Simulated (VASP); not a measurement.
# CuO in VASP: a series of runs, part 2 of 3

VASP 6.6.1. Earlier steps stand in the parts before.

### Step 3. Single point, RPBE+D3(BJ)

This run uses another cell than the first one, of 10.54 Å³/atom.

INCAR

```
SYSTEM = CuO
PREC = Accurate
ENCUT = 820
EDIFF = 1E-6
ISMEAR = -1
SIGMA = 0.05
LREAL = .False.
LASPH = .True.
NELM = 120
ALGO = Normal
ISIF = 2
LWAVE = .False.
LCHARG = .False.
GGA = RP
IVDW = 12
NBANDS = 33
GGA_COMPAT = .False.
```

KPOINTS

```
Automatic mesh
0
Gamma
  10 10 5
  0 0 0
```

POSCAR

```
CuO
1.0
    2.3726673498     -1.7338196878      0.0000000000
    2.3726673498      1.7338196878      0.0000000000
   -0.8612132810      0.0000000000      5.1244279405
Cu O
2 2
Direct
    0.5000000000      0.0000000000      0.5000000000
    0.0000000000      0.5000000000      0.0000000000
    0.4184000000      0.5816000000      0.7500000000
    0.5816000000      0.4184000000      0.2500000000
```

Potentials or basis: VASP PAW PBE potentials, release 64 (Cu_sv_GW, O).

Command:

```
$ cat potpaw_PBE.64/Cu_sv_GW/POTCAR potpaw_PBE.64/O/POTCAR > POTCAR
$ mpirun -np 1 vasp_std > vasp.out
```

OUTCAR:

```text
SYSTEM = CuO
   PREC = Accurate
   ENCUT = 820
   EDIFF = 1E-6
   ISMEAR = -1
   LREAL = .False.
   LASPH = .True.
   NELM = 120
   ISIF = 2
   GGA = RP
   IVDW = 12
 IVDW          = 12

 ion  position               nearest neighbor table
   1  0.500  0.000  0.500-   3 1.98   4 1.98   4 1.99   3 1.99
   2  0.000  0.500  0.000-   4 1.98   3 1.98   4 1.99   3 1.99
   3  0.418  0.582  0.750-   2 1.98   1 1.98   2 1.99   1 1.99
   4  0.582  0.418  0.250-   1 1.98   2 1.98   2 1.99   1 1.99

  LATTYP: Found a base centered monoclinic cell.
 ALAT       =     4.7453346996
 B/A-ratio  =     0.7307470590
 C/A-ratio  =     1.0950317057
 COS(beta)  =    -0.1657361228

  Lattice vectors:

 A1 = (   2.3726673498,  -1.7338196878,   0.0000000000)
 A2 = (   2.3726673498,   1.7338196878,   0.0000000000)
 A3 = (  -0.8612132810,   0.0000000000,   5.1244279405)

Analysis of symmetry for initial positions (statically):
=====================================================================
 Subroutine PRICEL returns:
 Original cell was already a primitive cell.

 Routine SETGRP: Setting up the symmetry group for a
 base centered monoclinic supercell.

 Subroutine GETGRP returns: Found  4 space group operations
 (whereof  2 operations were pure point group operations)
 out of a pool of  4 trial point group operations.

The static configuration has the point symmetry S_2 .
 The point group associated with its full space group is C_2h.

Analysis of symmetry for dynamics (positions and initial velocities):
=====================================================================
 Subroutine PRICEL returns:
 Original cell was already a primitive cell.

 Routine SETGRP: Setting up the symmetry group for a
 base centered monoclinic supercell.

 Subroutine GETGRP returns: Found  4 space group operations
 (whereof  2 operations were pure point group operations)
 out of a pool of  4 trial point group operations.

The dynamic configuration has the point symmetry S_2 .
 The point group associated with its full space group is C_2h.

 Subroutine INISYM returns: Found  4 space group operations
 (whereof  2 operations are pure point group operations),
 and found     1 'primitive' translations

----------------------------------------------------------------------------------------

                                     Primitive cell

  volume of cell :      42.1615

  direct lattice vectors                    reciprocal lattice vectors
     2.372667350 -1.733819688  0.000000000     0.210733291 -0.288380622  0.035415916
     2.372667350  1.733819688  0.000000000     0.210733291  0.288380622  0.035415916
    -0.861213281  0.000000000  5.124427941     0.000000000  0.000000000  0.195143733

  length of vectors
     2.938652933  2.938652933  5.196291950     0.358923655  0.358923655  0.195143733

  position of ions in fractional coordinates (direct lattice)
     0.500000000  0.000000000  0.500000000
     0.000000000  0.500000000  0.000000000
     0.418400000  0.581600000  0.750000000
     0.581600000  0.418400000  0.250000000

  ion indices of the primitive-cell ions
   primitive index   ion index
                 1           1
                 2           2
                 3           3
                 4           4

[... 24 lines left out ...]
 Found    141 irreducible k-points:

 Following reciprocal coordinates:
            Coordinates               Weight
  0.000000  0.000000  0.000000      1.000000
  0.100000  0.000000 -0.000000      4.000000
  0.200000  0.000000 -0.000000      4.000000
  0.300000  0.000000 -0.000000      4.000000
  0.400000  0.000000  0.000000      4.000000
  0.500000  0.000000  0.000000      2.000000
[... 16 lines left out ...]
  0.300000  0.300000 -0.000000      2.000000
  0.400000  0.300000  0.000000      4.000000
 [... further k-points ...]
   k-points           NKPTS =    141   k-points in BZ     NKDIM =    141   number of bands    NBANDS=     33
   number of dos      NEDOS =    301   number of ions     NIONS =      4
   total plane-waves  NPLWV =  39200
   dimension x,y,z NGX =    28 NGY =   28 NGZ =   50
   dimension x,y,z NGXF=    56 NGYF=   56 NGZF=  100
   ions per type =               2   2
   NGX,Y,Z   is equivalent  to a cutoff of  15.84, 15.84, 16.00 a.u.
   NGXF,Y,Z  is equivalent  to a cutoff of  31.68, 31.68, 31.99 a.u.
 SYSTEM =  CuO
   PREC   = accura    normal or accurate (medium, high low for compatibility)
   ISTART =      0    job   : 0-new  1-cont  2-samecut
   ICHARG =      2    charge: 1-file 2-atom 10-const
   ISPIN  =      1    spin polarized calculation?
   LNONCOLLINEAR =      F non collinear calculations
   LSORBIT =      F    spin-orbit coupling
   LASPH  =      T    aspherical Exc in radial PAW
   ENCUT  =  820.0 eV  60.27 Ry    7.76 a.u.   6.86  6.86 12.13*2*pi/ulx,y,z
   NELM   =    120;   NELMIN=  2; NELMDL= -5     # of ELM steps
   EDIFF  = 0.1E-05   stopping-criterion for ELM
   LREAL  =      F    real-space projection
   EDIFFG = 0.1E-04   stopping-criterion for IOM
   NSW    =      0    number of steps for IOM
   IBRION =     -1    ionic relax: 0-MD 1-quasi-New 2-CG
   NFREE  =      0    steps in history (QN), initial steepest desc. (CG)
   ISIF   =      2    stress and relaxation
   ISYM   =      2    0-nonsym 1-usesym 2-fastsym
   POTIM  = 0.5000    time-step for ionic-motion
   TEBEG  =    0.0;   TEEND  =   0.0 temperature during run
   PSTRESS=    0.0 pullay stress
   NELECT =      50.0000    total number of electrons
   NUPDOWN=      -1.0000    fix difference up-down
   EMIN   =  10.00;   EMAX   =-10.00  energy-range for DOS
   EFERMI =   0.00;   METHOD = LEGACY
   ISMEAR =    -1;   SIGMA  =   0.05  broadening in eV -4-tet -1-fermi 0-gaus
   EFERMI_NEDOS =   21; number of points for ismear=-14 and -15
   IALGO  =     38    algorithm
   IMIX   =      4    mixing-type and parameters
     AMIX     =   0.40;   BMIX     =  1.00
     AMIX_MAG =   1.60;   BMIX_MAG =  1.00
  volume/ion in A,a.u.               =      10.54        71.13
  Fermi-wavevector in a.u.,A,eV,Ry     =   1.732844  3.274600 40.854867  3.002748
  Thomas-Fermi vector in A             =   2.806943
   LORBIT       =      0    0 simple, 1 ext, 2 COOP (PROOUT), +10 PAW based schemes
   GGA     = RP    functional components
   LHFCALC =     F    Hartree Fock is set to
   AEXX    =    0.0000 exact exchange contribution
   IVDW    =    12    specifies the selected vdW correction
   LEPSILON=     F    determine dielectric tensor
   LRPA    =     F    only Hartree local field effects (RPA)
 non-spin polarized calculation
  energy-cutoff  :      820.00
  volume of cell :       42.16
 maximum number of plane-waves:      2263
   NGX = 13   NGY = 13   NGZ = 25

 number of electron      49.9999998 magnetization

 Free energy of the ion-electron system (eV)
  ---------------------------------------------------
  ext. energy  EPLUGINS =         0.00000000
  ---------------------------------------------------
  free energy    TOTEN  =       -17.97668355 eV

  energy without entropy =      -17.95680593  energy(sigma->0) =      -17.96674474

 E-fermi :   5.4028     XC(G=0): -11.8044

 val. band max:        5.4006203925   @ k =   0.5000   0.2000   0.4000
 cond. band min:       5.4079172182   @ k =   0.5000   0.0000   0.0000
 fundamental gap:      0.0072968257
 Fermi energy:         5.4027988721

 k-point     1 :       0.0000    0.0000    0.0000
  band No.  band energies     occupation
      1    -107.2221      2.00000
      2    -107.2216      2.00000
      3     -64.6720      2.00000
      4     -64.6719      2.00000
      5     -64.6455      2.00000
      6     -64.6384      2.00000
[... 853 lines left out ...]
     32      18.5172      0.00000
     33      19.8262      0.00000

 [... further k-points ...]

------------------------ aborting loop because EDIFF is reached ----------------------------------------

 Edisp (eV)   -4.40717

 E8    (eV) :    -2.5585

  FORCE on cell =-STRESS in cart. coord.  units (eV):
  Direction    XX          YY          ZZ          XY          YZ          ZX
  --------------------------------------------------------------------------------------
  -------------------------------------------------------------------------------------
  Total      -4.65235    -4.47094    -5.13810     0.00000     0.00000    -0.31352
  in kB    -176.79362  -169.90000  -195.25253     0.00000     0.00000   -11.91415
  external pressure =     -180.65 kB  Pullay stress =        0.00 kB

 VOLUME and BASIS-vectors are now :
 -----------------------------------------------------------------------------
  energy-cutoff  :      820.00
  volume of cell :       42.16
      direct lattice vectors                 reciprocal lattice vectors
     2.372667350 -1.733819688  0.000000000     0.210733291 -0.288380622  0.035415916
     2.372667350  1.733819688  0.000000000     0.210733291  0.288380622  0.035415916
    -0.861213281  0.000000000  5.124427941     0.000000000  0.000000000  0.195143733

 POSITION                                       TOTAL-FORCE (eV/Angst)
 -----------------------------------------------------------------------------------
      0.75573     -0.86691      2.56221        -0.000000     -0.000000      0.000000
      1.18633      0.86691      0.00000        -0.000000     -0.000000      0.000000
      1.72676      0.28296      3.84332         0.000000     -0.250588     -0.000000
      2.15736     -0.28296      1.28111        -0.000000      0.250588      0.000000
 -----------------------------------------------------------------------------------
    total drift:                                0.000000      0.000000      0.000000

  FREE ENERGIE OF THE ION-ELECTRON SYSTEM (eV)
  ---------------------------------------------------
  free  energy   TOTEN  =       -22.3838538656 eV

  energy  without entropy=      -22.3639762491  energy(sigma->0) =      -22.37391506
```

OSZICAR:

```text
N       E                     dE             d eps       ncg     rms          rms(c)
DAV:   1     0.106822931111E+04    0.10682E+04   -0.40358E+04 14510   0.586E+03
DAV:   2     0.895446072895E+02   -0.97868E+03   -0.94111E+03 15457   0.138E+03
DAV:   3    -0.187436080359E+02   -0.10829E+03   -0.10582E+03 17970   0.508E+02
DAV:   4    -0.237518816791E+02   -0.50083E+01   -0.49823E+01 15329   0.124E+02
DAV:   5    -0.239429227533E+02   -0.19104E+00   -0.19092E+00 16020   0.218E+01    0.171E+01
DAV:   6    -0.223446576842E+02    0.15983E+01   -0.44282E+01 16364   0.327E+02    0.164E+01
DAV:   7    -0.179156690424E+02    0.44290E+01   -0.15190E+01 15068   0.280E+02    0.373E+00
DAV:   8    -0.179896783240E+02   -0.74009E-01   -0.13780E+00 15580   0.148E+01    0.193E+00
DAV:   9    -0.179795963350E+02    0.10082E-01   -0.62464E-02 17596   0.122E+01    0.582E-01
DAV:  10    -0.179764354863E+02    0.31608E-02   -0.10331E-02 16828   0.649E+00    0.130E-01
DAV:  11    -0.179767207328E+02   -0.28525E-03   -0.13093E-03 16900   0.739E-01    0.740E-02
DAV:  12    -0.179766801756E+02    0.40557E-04   -0.31773E-04 15644   0.415E-01    0.151E-02
DAV:  13    -0.179766814148E+02   -0.12393E-05   -0.23760E-05 15852   0.190E-01    0.904E-03
DAV:  14    -0.179766831892E+02   -0.17743E-05   -0.27870E-06  9500   0.105E-01    0.205E-03
DAV:  15    -0.179766835492E+02   -0.35998E-06   -0.26990E-07  6964   0.371E-02
   1 F= -.22383854E+02 E0= -.22373915E+02  d E =-.198776E-01
```

stdout:

```text
POSCAR found type information on POSCAR CuO
 POSCAR found :  2 types and       4 ions
 scaLAPACK will be used
 -----------------------------------------------------------------------------
|                                                                             |
|                                                                             |
|     You enforced a specific xc type in the INCAR file but a different       |
|     I HOPE YOU KNOW WHAT YOU ARE DOING!                                     |
|                                                                             |
 -----------------------------------------------------------------------------

 LDA part: xc-table for (Slater+PW92), standard interpolation
 POSCAR, INCAR and KPOINTS ok, starting setup
 FFT: planning ... GRIDC
 FFT: planning ... GRID_SOFT
 FFT: planning ... GRID
 WAVECAR not read
 entering main loop
```

Run time: 7.1 min. Hardware: 1 thread of AMD EPYC 7R13 (Zen 3), shared host; peak memory 0.45 GiB.

What came out:

| Item | Value |
| --- | --- |
| Free energy | -22.3839 eV |
| Pressure | -18.1 GPa |
| Largest force | 0.251 eV/Å |
| Band gap on the k mesh | zero (bands 25 and 26 overlap by 0.59 eV) |
| Dispersion energy per atom | -1.102 eV |

Forces in eV/Å, atoms in the order of the input:
```
Cu   0.000  0.000  0.000
Cu   0.000  0.000  0.000
O    0.000 -0.251  0.000
O    0.000  0.251  0.000
```

Levels at points of the mesh, in eV from the Fermi level:
```
           k point  band 21  band 22  band 23  band 24  band 25  band 26  band 27  band 28  band 29  band 30
(0.00, 0.00, 0.00)    -2.26    -2.11    -2.05    -1.59     0.20     0.90     1.59     6.01     7.96    13.24
(0.50, 0.00, 0.00)    -1.95    -1.53    -1.44    -1.36     0.01     0.26     4.91     6.17     6.79    10.95
(0.50, 0.50, 0.00)    -2.04    -2.02    -1.62    -1.17    -0.64     1.02     3.47     6.99     8.47     9.76
```

Caveat: the cell stands under tension; the dispersion term is far too large for a dense solid, which distorts pressure and volume; the PAW data sets were made with another functional, which shifts forces and pressure a little; semilocal functionals often make such compounds metallic where correlation or magnetic order opens a gap, which also shifts bond lengths.

(Continued in part 3 of 3.)
